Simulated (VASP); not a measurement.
# Si62P (a cell with a defect) in VASP: further runs

Si62P (a cell with a defect) is run at these levels: PBE; tasks: single point.

Everything below comes from runs of VASP 6.6.1. Logs are shortened: lines on timing, memory, paths and dates and some standing lists are left out, and cuts for length are marked.

## Step 1: The cell of the first run

The cell holds a defect, 63 atoms: a = 10.860 Å, b = 10.860 Å, c = 10.860 Å, α = 90.00°, β = 90.00°, γ = 90.00°.

## Step 2: Single point, PBE, collinear spin

INCAR

```
SYSTEM = Si62P
ALGO     = Normal         ! electronic algorithm
EDIFF    = 1E-7           ! SCF threshold, eV
ENCUT    = 520            ! plane-wave cutoff, eV
GGA      = PE             ! functional
ISIF     = 2              ! what is computed and relaxed
ISMEAR   = 0              ! smearing method
ISPIN    = 2              ! spin polarisation
LASPH    = .True.         ! aspherical terms in the spheres
LCHARG   = .True.         ! write CHGCAR
LELF     = .True.         ! ELF
LORBIT   = 11             ! projections on sites
LREAL    = Auto         
LUSENCCL = .False.      
LVHAR    = .True.       
LWAVE    = .False.        ! write WAVECAR
MAGMOM   = 0 0 0 0 0 0 0 0 0 0 0 0 0 0 0 0 0 0 0 0 0 0 0 0 0 0 0 0 0 0 0 0 0 0 0 0 0 0 0 0 0 0 0 0 0 0 0 0 0 0 0 0 0 0 0 0 0 0 0 0 0 0 0.06 ! initial moments
NBANDS   = 168            ! bands
NELECT   = 251.0        
NELM     = 150            ! most SCF steps
PREC     = Accurate       ! precision mode
SIGMA    = 0.02           ! smearing width, eV
```

KPOINTS

```
k-points
0
Gamma
  1 1 1
  0 0 0
```

POSCAR

```
Si62P
1.0
   10.8600000000      0.0000000000      0.0000000000
    0.0000000000     10.8600000000      0.0000000000
    0.0000000000      0.0000000000     10.8600000000
Si P
62 1
Direct
    0.4983135359      0.0017671271     -0.0011618785
    0.6259760589      0.1260473297      0.1255111418
    0.7531302026      0.2527909761     -0.0013729282
    0.8773755064      0.3797501842      0.1226520258
    0.7502318600      0.0004127072      0.2497893186
    0.8745046041      0.1260590239      0.3740445672
    0.0002905157     -0.0004065378     -0.0002786372
    0.1249669429      0.1267383057      0.1216995396
    0.2415203499      0.2585288214     -0.0056889503
    0.3732983425      0.3750772560      0.1217157459
    0.5004290055      0.4997429098     -0.0002887661
    0.6248266114      0.6246752302      0.1246284530
    0.7514094843      0.7486394107      0.0011593923
    0.8753479742      0.8752208103      0.1246561694
    0.2496679558      0.0009435543      0.2486413444
    0.3757349908      0.1243339779      0.3741251381
    0.4991318600      0.2504149171      0.2486635359
    0.6252866483      0.3741766114      0.3747450276
    0.7514357274      0.5012126151      0.2485723757
    0.8753549724      0.6246951197      0.3751841621
    0.5005625230     -0.0004946593      0.4994643646
    0.6259034991      0.1243438306      0.6242847145
    0.7513787293      0.2504325046      0.5009082873
    0.8783280847      0.3750996317      0.6267339779
    0.7513875691      0.0009667587      0.7503625230
    0.8783287293      0.1267694291      0.8750606814
    0.1203226519      0.6227381215      0.1227077348
    0.2472654696      0.7469313076     -0.0013810313
    0.3740245856      0.8740866483      0.1254881215
    0.0014002762      0.2527773481      0.2468836096
    0.1258037753      0.3742367403      0.3748094843
    0.2472661142      0.4986526703      0.2468985267
    0.3740123389      0.6255606814      0.3740228361
    0.4996567219      0.7498190608      0.2497578269
    0.6255250460      0.8745222836      0.3744803867
    0.0011769797      0.0017971455      0.5017222836
    0.1266595764      0.1286227440      0.6285861878
    0.2507884899      0.2492759669      0.4997090239
    0.3714733886      0.3734248619      0.6285344383
    0.4983125230      0.4989117864      0.5016917127
    0.6259742173      0.6255526703      0.6260047882
    0.7502313076      0.7498281768      0.5003676796
    0.8745114180      0.8741076427      0.6259821363
    0.2507858195     -0.0002597606      0.7492361878
    0.3714607735      0.1286010129      0.8733581031
    0.5003074586      0.2492791897      0.7492198895
    0.6252047882      0.3742381215      0.8742069061
    0.7531181400      0.4986599448      0.7527493554
    0.8773342541      0.6227356354      0.8796721915
   -0.0011615101      0.7486608656      0.2486197974
    0.1258982505      0.8748307551      0.3747510129
    0.0002932781      0.4997613260      0.4995621547
    0.1249678637      0.6217658379      0.6266820442
    0.2496515654      0.7487148250      0.5008745856
    0.3757312155      0.8741630755      0.6242870166
    0.0057289134      0.2585680479      0.7585309392
    0.2415352670      0.4943797422      0.7584651013
    0.3733079190      0.6217583794      0.8750453039
    0.4991301105      0.7487062615      0.7503711786
    0.6252825967      0.8748157459      0.8741051565
    0.0013925414      0.7469453039      0.7527164825
    0.1258027624      0.8748406077      0.8742008287
    0.1061638122      0.3939488950     -0.1061183241
```

Potentials or basis: VASP PAW PBE potentials, release 64 (Si, P).

Run with:

```bash
cat potpaw_PBE.64/Si/POTCAR potpaw_PBE.64/P/POTCAR > POTCAR
mpirun -np 1 vasp_gam > vasp.out
```

OUTCAR:

```text
SYSTEM = Si62P
   EDIFF = 1E-7
   ENCUT = 520
   GGA = PE
   ISIF = 2
   ISMEAR = 0
   ISPIN = 2
   LASPH = .True.
   LORBIT = 11
   LREAL = Auto
   NELECT = 251.0
   NELM = 150
   PREC = Accurate

 ion  position               nearest neighbor table
   1  0.498  0.002  0.999-   2 2.37  29 2.37  60 2.37  45 2.38
   2  0.626  0.126  0.126-   5 2.35  17 2.35   1 2.37   3 2.39
   3  0.753  0.253  0.999-  47 2.34  26 2.35   4 2.35   2 2.39
   4  0.877  0.380  0.123-  19 2.34   3 2.35  30 2.35
   5  0.750  0.000  0.250-   2 2.35   6 2.35  35 2.35  14 2.35
   6  0.875  0.126  0.374-   5 2.35  23 2.35  36 2.37  30 2.39
   7  0.000  1.000  1.000-  26 2.34   8 2.34  14 2.35  62 2.36
   8  0.125  0.127  0.122-   7 2.34  30 2.35   9 2.36  15 2.37
   9  0.242  0.259  0.994-  63 2.35  10 2.36   8 2.36  45 2.39
  10  0.373  0.375  0.122-  11 2.34  32 2.35   9 2.36  17 2.37
[... 39 lines left out ...]
  50  0.999  0.749  0.249-  27 2.34  20 2.35  14 2.35  51 2.38
  51  0.126  0.875  0.375-  15 2.36  54 2.36  36 2.37  50 2.38
  52  0.000  0.500  0.500-  53 2.34  24 2.34  20 2.35  31 2.36
  53  0.125  0.622  0.627-  52 2.34  61 2.35  57 2.36  54 2.37
  54  0.250  0.749  0.501-  33 2.35  55 2.35  51 2.36  53 2.37
  55  0.376  0.874  0.624-  59 2.35  54 2.35  21 2.35  44 2.35
  56  0.006  0.259  0.759-  63 2.35  26 2.36  24 2.36  37 2.39
  57  0.242  0.494  0.758-  63 2.35  58 2.36  53 2.36  39 2.39
  58  0.373  0.622  0.875-  11 2.34  28 2.35  57 2.36  59 2.37
  59  0.499  0.749  0.750-  41 2.35  55 2.35  60 2.36  58 2.37
  60  0.625  0.875  0.874-  59 2.36  25 2.36   1 2.37  13 2.38
  61  0.001  0.747  0.753-  62 2.34  53 2.35  49 2.35  43 2.39
  62  0.126  0.875  0.874-  61 2.34  28 2.34  44 2.35   7 2.36
  63  0.106  0.394  0.894-  56 2.35   9 2.35  57 2.35

  LATTYP: Found a simple cubic cell.
 ALAT       =    10.8600000000

  Lattice vectors:

 A1 = (  10.8600000000,   0.0000000000,   0.0000000000)
 A2 = (   0.0000000000,  10.8600000000,   0.0000000000)
 A3 = (   0.0000000000,   0.0000000000,  10.8600000000)

Analysis of symmetry for initial positions (statically):
=====================================================================
 Subroutine PRICEL returns:
 Original cell was already a primitive cell.

 Routine SETGRP: Setting up the symmetry group for a
 simple cubic supercell.

 Subroutine GETGRP returns: Found  1 space group operations
 (whereof  1 operations were pure point group operations)
 out of a pool of 48 trial point group operations.

The static configuration has the point symmetry C_1 .

Analysis of symmetry for dynamics (positions and initial velocities):
=====================================================================
 Subroutine PRICEL returns:
 Original cell was already a primitive cell.

 Routine SETGRP: Setting up the symmetry group for a
 simple cubic supercell.

 Subroutine GETGRP returns: Found  1 space group operations
 (whereof  1 operations were pure point group operations)
 out of a pool of 48 trial point group operations.

The dynamic configuration has the point symmetry C_1 .

Analysis of structural, dynamic, and magnetic symmetry:
=====================================================================
 Subroutine PRICEL returns:
 Original cell was already a primitive cell.

 Routine SETGRP: Setting up the symmetry group for a
 simple cubic supercell.

 Subroutine GETGRP returns: Found  1 space group operations
 (whereof  1 operations were pure point group operations)
 out of a pool of 48 trial point group operations.

The overall configuration has the point symmetry C_1 .

 Subroutine INISYM returns: Found  1 space group operations
 (whereof  1 operations are pure point group operations),
 and found     1 'primitive' translations

----------------------------------------------------------------------------------------

                                     Primitive cell
[... 196 lines left out ...]
   ISYM   =      2    0-nonsym 1-usesym 2-fastsym
   POTIM  = 0.5000    time-step for ionic-motion
   TEBEG  =    0.0;   TEEND  =   0.0 temperature during run
   PSTRESS=    0.0 pullay stress
   NELECT =     251.0000    total number of electrons
   NUPDOWN=      -1.0000    fix difference up-down
   EMIN   =  10.00;   EMAX   =-10.00  energy-range for DOS
   EFERMI =   0.00;   METHOD = LEGACY
   ISMEAR =     0;   SIGMA  =   0.02  broadening in eV -4-tet -1-fermi 0-gaus
   EFERMI_NEDOS =   21; number of points for ismear=-14 and -15
   IALGO  =     38    algorithm
   IMIX   =      4    mixing-type and parameters
     AMIX     =   0.40;   BMIX     =  1.00
     AMIX_MAG =   1.60;   BMIX_MAG =  1.00
  volume/ion in A,a.u.               =      20.33       137.20
  Fermi-wavevector in a.u.,A,eV,Ry     =   0.950903  1.796946 12.302614  0.904217
  Thomas-Fermi vector in A             =   2.079323
   LORBIT       =     11    0 simple, 1 ext, 2 COOP (PROOUT), +10 PAW based schemes
   GGA     = PE    functional components
   LHFCALC =     F    Hartree Fock is set to
   AEXX    =    0.0000 exact exchange contribution
   IVDW    =     0    specifies the selected vdW correction
   LEPSILON=     F    determine dielectric tensor
   LRPA    =     F    only Hartree local field effects (RPA)
 spin polarized calculation
 Gauss-broadening in eV      SIGMA  =   0.02
  energy-cutoff  :      520.00
  volume of cell :     1280.82
 maximum number of plane-waves:     17229
 NGX is ok and might be reduce to    84
   NGX = 41   NGY = 41   NGZ = 41

 number of electron     250.9999991 magnetization       0.9940804

 Free energy of the ion-electron system (eV)
  ---------------------------------------------------
  ext. energy  EPLUGINS =         0.00000000
  ---------------------------------------------------
  free energy    TOTEN  =      -344.78096045 eV

  energy without entropy =     -344.78070501  energy(sigma->0) =     -344.78083273

 E-fermi :   5.8368     XC(G=0):  -9.3071

 val. band max:        5.7978859026   @ k =   0.0000   0.0000   0.0000
 cond. band min:       5.8757383680   @ k =   0.0000   0.0000   0.0000
 fundamental gap:      0.0778524654
 Fermi energy:         5.8368121352

 spin component 1

 k-point     1 :       0.0000    0.0000    0.0000
  band No.  band energies     occupation
      1      -6.3208      1.00000
      2      -5.7558      1.00000
      3      -5.1359      1.00000
      4      -5.1359      1.00000
      5      -5.1185      1.00000
      6      -5.1184      1.00000
[... 129 lines left out ...]
    136       6.8822      0.00000
    137       6.8822      0.00000
 Fermi energy:         5.8368121352

 spin component 2

 k-point     1 :       0.0000    0.0000    0.0000
  band No.  band energies     occupation
      1      -6.2977      1.00000
      2      -5.7241      1.00000
      3      -5.1219      1.00000
      4      -5.1219      1.00000
      5      -5.1039      1.00000
      6      -5.1038      1.00000
[... 129 lines left out ...]
    136       6.8906      0.00000
    137       6.8907      0.00000
 [bands above 137 left out]

------------------------ aborting loop because EDIFF is reached ----------------------------------------

  FORCE on cell =-STRESS in cart. coord.  units (eV):
  Direction    XX          YY          ZZ          XY          YZ          ZX
  --------------------------------------------------------------------------------------
  -------------------------------------------------------------------------------------
  Total       -6.5936208     -6.5927938     -6.5913247     -2.0674924      2.0656028     -2.0649829
  in kB       -8.2479320     -8.2468975     -8.2450598     -2.5862174      2.5838537     -2.5830782
  external PRESSURE =      -8.2466298 kB  Pullay stress =       0.0000000 kB

 VOLUME and BASIS-vectors are now :
 -----------------------------------------------------------------------------
  energy-cutoff  :      520.00
  volume of cell :     1280.82
      direct lattice vectors                 reciprocal lattice vectors
    10.860000000  0.000000000  0.000000000     0.092081031  0.000000000  0.000000000
     0.000000000 10.860000000  0.000000000     0.000000000  0.092081031  0.000000000
     0.000000000  0.000000000 10.860000000     0.000000000  0.000000000  0.092081031

 POSITION                                       TOTAL-FORCE (eV/Angst)
 -----------------------------------------------------------------------------------
      5.41168      0.01919     10.84738        -0.012149      0.011991      0.023009
      6.79810      1.36887      1.36305         0.002669      0.000647      0.009828
      8.17899      2.74531     10.84509        -0.010080      0.026763      0.014266
      9.52830      4.12409      1.33200        -0.102562      0.013048      0.102246
      8.14752      0.00448      2.71271        -0.007621      0.011107      0.007865
      9.49712      1.36900      4.06212        -0.009496      0.000546     -0.002555
[... 55 lines left out ...]
      1.36622      9.50077      9.49382         0.001530     -0.007980     -0.001133
      1.15294      4.27828      9.70756         0.501376     -0.499822     -0.500443
 -----------------------------------------------------------------------------------
    total drift:                                0.011501     -0.008824     -0.014916

  FREE ENERGIE OF THE ION-ELECTRON SYSTEM (eV)
  ---------------------------------------------------
  free  energy   TOTEN  =      -344.7809604490 eV

  energy  without entropy=     -344.7807050074  energy(sigma->0) =     -344.78083273

 total charge

# of ion       s       p       d       tot
------------------------------------------
    1        0.746   0.924   0.000   1.670
    2        0.745   0.930   0.000   1.675
    3        0.743   0.935   0.000   1.678
    4        0.780   0.844   0.000   1.625
    5        0.738   0.953   0.000   1.690
    6        0.745   0.930   0.000   1.675
[... 55 lines left out ...]
   62        0.739   0.954   0.000   1.693
   63        1.077   1.389   0.000   2.465
--------------------------------------------------
tot         47.090  59.487   0.000 106.578

 magnetization (x)

# of ion       s       p       d       tot
------------------------------------------
    1        0.001   0.007   0.000   0.007
    2        0.000   0.006   0.000   0.007
    3       -0.000   0.003   0.000   0.003
    4        0.002   0.018   0.000   0.020
    5        0.000   0.005   0.000   0.005
    6        0.000   0.006   0.000   0.007
[... 55 lines left out ...]
   62        0.000   0.003   0.000   0.003
   63        0.012   0.037   0.000   0.050
--------------------------------------------------
tot          0.028   0.424   0.000   0.452
```

Wall time 2.4 min (1 × NVIDIA H100 80GB with 1 thread of AMD EPYC 7R13 (Zen 3), shared host); peak memory 2 GiB.

What came out:

| Property | Result |
| --- | --- |
| Free energy | -344.7810 eV |
| Largest force | 0.867 eV/Å |
| Net moment | 0.99 μB per cell |
| Site moments | Si +0.01, +0.00, +0.02 (each value once); P +0.05 μB |
| Valence electrons inside the program's atomic spheres | Si 1.67, 1.68, 1.62, 1.69, 1.70, 1.64 (each value once); P 2.46 |

Forces on the atoms (eV/Å):
```
Si  -0.012  0.012  0.023
Si   0.003  0.001  0.010
Si  -0.010  0.027  0.014
Si  -0.103  0.013  0.102
Si  -0.008  0.011  0.008
Si  -0.009  0.001 -0.003
Si  -0.004  0.000  0.004
Si   0.005 -0.004  0.004
Si   0.088 -0.087 -0.002
Si   0.005 -0.005  0.003
Si   0.001  0.005  0.004
Si  -0.020  0.003  0.004
Si  -0.054  0.055  0.029
Si  -0.003  0.020  0.003
Si  -0.030  0.017  0.000
Si   0.010 -0.010  0.022
Si  -0.016  0.030  0.000
Si  -0.027 -0.022  0.027
Si  -0.055  0.029  0.055
Si  -0.003  0.003  0.020
Si   0.001  0.000 -0.001
Si  -0.023 -0.010 -0.010
Si   0.000  0.030  0.016
Si  -0.004 -0.005 -0.005
Si   0.000  0.016  0.030
Si  -0.004 -0.005 -0.005
Si  -0.012  0.102  0.102
Si  -0.027  0.011  0.014
Si   0.000 -0.002  0.011
Si  -0.015  0.027  0.010
Si   0.001 -0.001 -0.008
Si  -0.026  0.014  0.010
Si   0.000  0.010 -0.002
Si  -0.011  0.008  0.007
Si  -0.006  0.006  0.006
Si  -0.023  0.012  0.012
Si  -0.007 -0.047 -0.047
Si  -0.023  0.023  0.026
Si   0.046  0.006 -0.045
Si  -0.012  0.023  0.012
Si   0.002  0.010  0.000
Si  -0.007  0.008  0.011
Si  -0.010 -0.003  0.001
Si  -0.023  0.026  0.023
Si   0.046 -0.046  0.007
Si  -0.026  0.023  0.023
Si   0.008 -0.001 -0.001
Si  -0.010  0.014  0.027
Si  -0.102  0.102  0.013
Si  -0.029  0.054  0.054
Si   0.023  0.026  0.027
Si  -0.004  0.004  0.000
Si   0.005  0.004 -0.004
Si  -0.031 -0.001  0.017
Si   0.010  0.023 -0.010
Si   0.001 -0.088 -0.089
Si   0.087 -0.003 -0.086
Si   0.004  0.004 -0.005
Si  -0.016 -0.001  0.030
Si  -0.027  0.027 -0.022
Si  -0.014  0.010  0.027
Si   0.002 -0.008 -0.001
P    0.501 -0.500 -0.500
```

Caveat: the k points lie up to 0.58 Å⁻¹ apart; the cell carries a net charge on a neutralising background, which shifts energy and pressure; the cell is charged against a uniform background, so pressure and absolute levels hang on convention.

[end of part 1 of 3]
